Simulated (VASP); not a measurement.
**Ag: single point with RPBE**

Ag:

```
Ag
1.0
     0.00000    3.18844    3.18844
     3.18844    0.00000    3.18844
     3.18844    3.18844    0.00000
Ag
2
Direct
  0.12500 0.12500 0.12500
  0.87500 0.87500 0.87500
```

```yaml
Program: VASP 6.6.1
Task: single point
Functional: RPBE
Potentials_or_basis: VASP PAW PBE potentials, release 64 (Ag)
Cutoff: 520 eV
k_mesh: 10 × 10 × 10
Occupations: fermi-dirac, width 0.1 eV
Spin: no spin polarisation
Dipole_correction: no
Further_INCAR_settings: ALGO = Normal; EDIFF = 1e-06; NBANDS = 18
```

The pressure is 0.0 GPa. The band gap on the k mesh is zero (band 11 reaches 2.64 eV, above the bottom of band 12 at 1.97 eV).

Levels at points of the mesh, in eV from the Fermi level:
| k point | band 8 | band 9 | band 10 | band 11 | band 12 | band 13 | band 14 | band 15 |
| --- | --- | --- | --- | --- | --- | --- | --- | --- |
| (0.00, 0.00, 0.00) | -3.22 | -3.22 | -2.77 | -2.77 | 7.96 | 7.96 | 7.96 | 8.76 |
| (0.50, 0.00, 0.00) | -3.15 | -2.79 | -2.79 | -1.01 | -0.36 | 5.82 | 5.82 | 8.32 |
| (0.50, 0.50, 0.00) | -3.44 | -2.70 | -2.70 | 0.06 | 0.06 | 3.44 | 3.44 | 6.69 |

Wall time 48 s on 1 thread of Intel Xeon 6975P-C (shared host), peak memory 0.22 GiB.

Caveat: the PAW data sets were made with another functional, which shifts forces and pressure a little.
